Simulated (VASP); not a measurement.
# ZnSe (zincblende type) (F-43m) in VASP: notebook, part 2 of 2

VASP 6.6.1.

### Step 3. Relaxation of cell and atoms, PBE, target pressure 6.1 GPa, at which the enthalpy is minimised

This run uses another cell than the first one, of 21.04 Å³/atom.

The input, INCAR:

```
SYSTEM = ZnSe
ALGO = Normal
EDIFF = 1E-7
EDIFFG = -0.005
ENCUT = 600
GGA = PE
IBRION = 2
ISIF = 3
ISMEAR = -1
LASPH = .TRUE.
LCHARG = .FALSE.
LREAL = .FALSE.
LWAVE = .FALSE.
NELM = 80
NSW = 60
PREC = Accurate
PSTRESS = 61.0
SIGMA = 0.05
```

The input, KPOINTS:

```
k-points
0
G
  12 12 12
  0 0 0
```

The input, POSCAR:

```
ZnSe
1.0
    0.0000000000      2.7606944582      2.7606944582
    2.7606944582      0.0000000000      2.7606944582
    2.7606944582      2.7606944582      0.0000000000
Zn Se
1 1
Direct
    0.0000000000      0.0000000000      0.0000000000
    0.2500000000      0.2500000000      0.2500000000
```

Potentials or basis: VASP PAW PBE potentials, release 64 (Zn, Se).

Command:

```sh
cat potpaw_PBE.64/Zn/POTCAR potpaw_PBE.64/Se/POTCAR > POTCAR
mpirun -np 1 vasp_std > vasp.out
```

OUTCAR:

```text
SYSTEM = ZnSe
   EDIFF = 1E-7
   EDIFFG = -0.005
   ENCUT = 600
   GGA = PE
   IBRION = 2
   ISIF = 3
   ISMEAR = -1
   LASPH = .TRUE.
   LREAL = .FALSE.
   NELM = 80
   NSW = 60
   PREC = Accurate
   PSTRESS = 61.0

 ion  position               nearest neighbor table
   1  0.000  0.000  0.000-   2 2.39   2 2.39   2 2.39   2 2.39
   2  0.250  0.250  0.250-   1 2.39   1 2.39   1 2.39   1 2.39

  LATTYP: Found a face centered cubic cell.
 ALAT       =     5.5213889164

  Lattice vectors:

 A1 = (   0.0000000000,   2.7606944582,   2.7606944582)
 A2 = (   2.7606944582,   0.0000000000,   2.7606944582)
 A3 = (   2.7606944582,   2.7606944582,   0.0000000000)

Analysis of symmetry for initial positions (statically):
=====================================================================
 Subroutine PRICEL returns:
 Original cell was already a primitive cell.

 Routine SETGRP: Setting up the symmetry group for a
 face centered cubic supercell.

 Subroutine GETGRP returns: Found 24 space group operations
 (whereof 24 operations were pure point group operations)
 out of a pool of 48 trial point group operations.

The static configuration has the point symmetry T_d .

Analysis of symmetry for dynamics (positions and initial velocities):
=====================================================================
 Subroutine PRICEL returns:
 Original cell was already a primitive cell.

 Routine SETGRP: Setting up the symmetry group for a
 face centered cubic supercell.

 Subroutine GETGRP returns: Found 24 space group operations
 (whereof 24 operations were pure point group operations)
 out of a pool of 48 trial point group operations.

The dynamic configuration has the point symmetry T_d .

 Subroutine INISYM returns: Found 24 space group operations
 (whereof 24 operations are pure point group operations),
 and found     1 'primitive' translations

----------------------------------------------------------------------------------------
[... 124 lines left out ...]
 conjugate gradient relaxation of ions
 non-spin polarized calculation
  energy-cutoff  :      600.00
  volume of cell :       42.08
 maximum number of plane-waves:      1424
   NGX = 15   NGY = 15   NGZ = 15

--------------------------------------- Ionic step        1  -------------------------------------------

 number of electron      18.0000011 magnetization

 Free energy of the ion-electron system (eV)
  ---------------------------------------------------
  ext. energy  EPLUGINS =         0.00000000
  ---------------------------------------------------
  free energy    TOTEN  =        -5.90825720 eV

  energy without entropy =       -5.90825720  energy(sigma->0) =       -5.90825720

------------------------ aborting loop because EDIFF is reached ----------------------------------------

  FORCE on cell =-STRESS in cart. coord.  units (eV):
  Direction    XX          YY          ZZ          XY          YZ          ZX
  --------------------------------------------------------------------------------------
  -------------------------------------------------------------------------------------
  Total        2.2457435      2.2457435      2.2457435      0.0000000     -0.0000000      0.0000000
  in kB       85.5038566     85.5038566     85.5038566      0.0000000     -0.0000000      0.0000000
  external PRESSURE =      24.5038566 kB  Pullay stress =      61.0000000 kB
[... 63 lines left out ...]
--------------------------------------- Ionic step        3  -------------------------------------------

 number of electron      17.9999993 magnetization

 Free energy of the ion-electron system (eV)
  ---------------------------------------------------
  ext. energy  EPLUGINS =         0.00000000
  ---------------------------------------------------
  free energy    TOTEN  =        -5.96220531 eV

  energy without entropy =       -5.96220531  energy(sigma->0) =       -5.96220531

 E-fermi :   2.8631     XC(G=0):  -9.5553

 val. band max:        2.0607646530   @ k =   0.0000   0.0000   0.0000
 cond. band min:       3.5601924071   @ k =   0.0000   0.0000   0.0000
 fundamental gap:      1.4994277541
 Fermi energy:         2.8631202355

 k-point     1 :       0.0000    0.0000    0.0000
  band No.  band energies     occupation
      1     -11.5377      2.00000
      2      -4.6833      2.00000
      3      -4.6833      2.00000
      4      -4.6833      2.00000
      5      -4.2657      2.00000
      6      -4.2657      2.00000
      7       2.0608      2.00000
      8       2.0608      2.00000
      9       2.0608      2.00000
     10       3.5602      0.00000
     11       7.8404      0.00000
     12       7.8404      0.00000
     13       7.8404      0.00000
[... 354 lines left out ...]
  band No.  band energies     occupation
      1     -10.5732      2.00000
      2      -4.5808      2.00000
      3      -4.5453      2.00000
      4      -4.2937      2.00000
      5      -4.2536      2.00000
      6      -4.0791      2.00000
      7      -3.2092      2.00000
      8      -0.1539      2.00000
      9       0.8395      2.00000
     10       5.8502      0.00000
     11       7.9089      0.00000
     12       9.2344      0.00000
     13      10.7649      0.00000

 [... further k-points ...]
[... 5 lines left out ...]
  --------------------------------------------------------------------------------------
  -------------------------------------------------------------------------------------
  Total        1.6493317      1.6493317      1.6493317      0.0000000      0.0000000      0.0000000
  in kB       61.0759679     61.0759679     61.0759679      0.0000000      0.0000000      0.0000000
  external PRESSURE =       0.0759679 kB  Pullay stress =      61.0000000 kB
[... 21 lines left out ...]
  energy  without entropy=       -5.9622053081  energy(sigma->0) =       -5.96220531

  enthalpy is  TOTEN    =        -4.3149251151 eV   P V=        1.6472801947

 reached required accuracy - stopping structural energy minimisation
```

CONTCAR:

```text
ZnSe
   1.00000000000000
     0.0000000000000000    2.7863740034448292    2.7863740034448292
     2.7863740034448292   -0.0000000000000000    2.7863740034448292
     2.7863740034448292    2.7863740034448292    0.0000000000000000
  Zn              Se
     1     1
Direct
     0.0000000000000000    0.0000000000000000    0.0000000000000000
     0.2500000000000000    0.2500000000000000    0.2500000000000000

  0.00000000E+00  0.00000000E+00  0.00000000E+00
  0.00000000E+00  0.00000000E+00  0.00000000E+00
```

It took 51 s on 1 thread of Intel Xeon Platinum 8488C (Sapphire Rapids), shared host; peak memory 0.22 GiB.

What came out:

* Free energy: -5.9622 eV
* Relaxed volume: 21.63 Å³/atom
* Relaxed cell: a = 3.941 Å, b = 3.941 Å, c = 3.941 Å, α = 60.00°, β = 60.00°, γ = 60.00°
* Space group after relaxing (to 0.1 Å): F-43m (No. 216)
* Energy change on relaxing (the run minimises the enthalpy): -27.0 meV/atom
* Ionic steps: 3
* Pressure after relaxing: 6.1 GPa
* Band gap on the k mesh: 1.50 eV

Step by step:
| step | energy change (eV) | largest force (eV/Å) | pressure (GPa) | volume (Å³) |
| --- | --- | --- | --- | --- |
| 1 | 0.0000 | 0.0000 | 8.55 | 42.08 |
| 2 | -0.0809 | 0.0000 | 4.64 | 44.07 |
| 3 | -0.0539 | 0.0000 | 6.11 | 43.27 |

Final structure:
```cif
data_structure
_symmetry_space_group_name_H-M 'P 1'
_symmetry_Int_Tables_number 1
_cell_length_a 3.9405
_cell_length_b 3.9405
_cell_length_c 3.9405
_cell_angle_alpha 60.000
_cell_angle_beta 60.000
_cell_angle_gamma 60.000
_cell_volume 43.27
loop_
_atom_site_label
_atom_site_type_symbol
_atom_site_fract_x
_atom_site_fract_y
_atom_site_fract_z
_atom_site_occupancy
Zn1 Zn 0.00000 0.00000 0.00000 1
Se1 Se 0.25000 0.25000 0.25000 1
```

Caveat: the cell is relaxed towards a set pressure, so the run minimises the enthalpy, not the energy.

### Step 4. Relaxation of cell and atoms, PBE, target pressure 6.1 GPa, at which the enthalpy is minimised

The input, INCAR:

```
SYSTEM = ZnSe
  ALGO = Normal
  EDIFF = 1E-6
  EDIFFG = -0.005
  ENCUT = 600
  GGA = PE
  IBRION = 2
  ISIF = 3
  ISMEAR = -1
  LASPH = .TRUE.
  LCHARG = .FALSE.
  LREAL = .FALSE.
  LWAVE = .FALSE.
  NELM = 80
  NSW = 32
  PREC = Accurate
  PSTRESS = 61.0
  SIGMA = 0.05
```

KPOINTS is that of step 3.

The input, POSCAR:

```
ZnSe
1.0
    0.0000000000      2.7832992201      2.7832992201
    2.7832992201      0.0000000000      2.7832992201
    2.7832992201      2.7832992201      0.0000000000
Zn Se
1 1
Direct
    0.0000000000      0.0000000000      0.0000000000
    0.2500000000      0.2500000000      0.2500000000
```

Command:

```sh
cat potpaw_PBE.64/Zn/POTCAR potpaw_PBE.64/Se/POTCAR > POTCAR
mpirun -np 1 vasp_std > vasp.out
```

Wall time 42 s (1 thread of Intel Xeon Platinum 8488C (Sapphire Rapids), shared host); peak memory 0.22 GiB.

The run converged. Its results:

* Free energy: -5.9621 eV
* Relaxed volume: 21.63 Å³/atom
* Relaxed cell: a = 3.940 Å, b = 3.940 Å, c = 3.940 Å, α = 60.00°, β = 60.00°, γ = 60.00°
* Space group after relaxing (to 0.1 Å): F-43m (No. 216)
* Energy change on relaxing (the run minimises the enthalpy): -2.6 meV/atom
* Ionic steps: 3
* Pressure after relaxing: 6.1 GPa
* Band gap on the k mesh: 1.50 eV

Step by step:
```
step  energy change (eV)  largest force (eV/Å)  pressure (GPa)  volume (Å³)
   1              0.0000                0.0000            6.39        43.12
   2             -0.0093                0.0000            5.96        43.36
   3             -0.0053                0.0000            6.09        43.26
```

Final structure:
```yaml
crystal:
  lattice:
    - [0.00000, 2.78622, 2.78622]
    - [2.78622, 0.00000, 2.78622]
    - [2.78622, 2.78622, 0.00000]
  atoms:
    - { symbol: Zn, position: [0.00000, 0.00000, 0.00000] }
    - { symbol: Se, position: [0.25000, 0.25000, 0.25000] }
```

Levels at points of the mesh, in eV from the valence-band top:
```csv
k point,band 5,band 6,band 7,band 8,band 9,band 10,band 11,band 12,band 13
"(0.00, 0.00, 0.00)",-6.33,-6.33,0.00,0.00,0.00,1.50,5.78,5.78,5.78
"(0.50, 0.00, 0.00)",-6.31,-6.15,-5.57,-0.95,-0.95,2.63,6.37,6.37,8.71
"(0.50, 0.50, 0.00)",-6.27,-6.13,-4.98,-2.38,-2.38,2.86,3.45,11.13,11.60
```

Caveat: the cell is relaxed towards a set pressure, so the run minimises the enthalpy, not the energy.

### Step 5. The runs side by side

| task | cell | cutoff (eV) | gap on the mesh (eV) | pressure (GPa) |
| --- | --- | --- | --- | --- |
| single point | a = 3.936 Å, angles 60.0°, 2 atoms | 520 | 1.51 | 6.4 |
| relaxation of cell and atoms | relaxed to 6.1 GPa from a = 3.904 Å, angles 60.0°, 2 atoms | 600 | 1.50 | 6.1 |
| relaxation of cell and atoms | relaxed to 6.1 GPa from a = 3.936 Å, angles 60.0°, 2 atoms | 600 | 1.50 | 6.1 |

Alike in all rows: level PBE; potentials or basis VASP PAW PBE potentials, release 64 (Zn, Se); no spin polarisation; k mesh 12 × 12 × 12; smearing fermi-dirac 0.05 eV.

Caveats: the cell is relaxed towards a set pressure, so the run minimises the enthalpy, not the energy (at least some runs); the cell stands under pressure (at least some runs).

Total energies depend on the potentials used, so only differences within one code and one set of settings carry meaning.
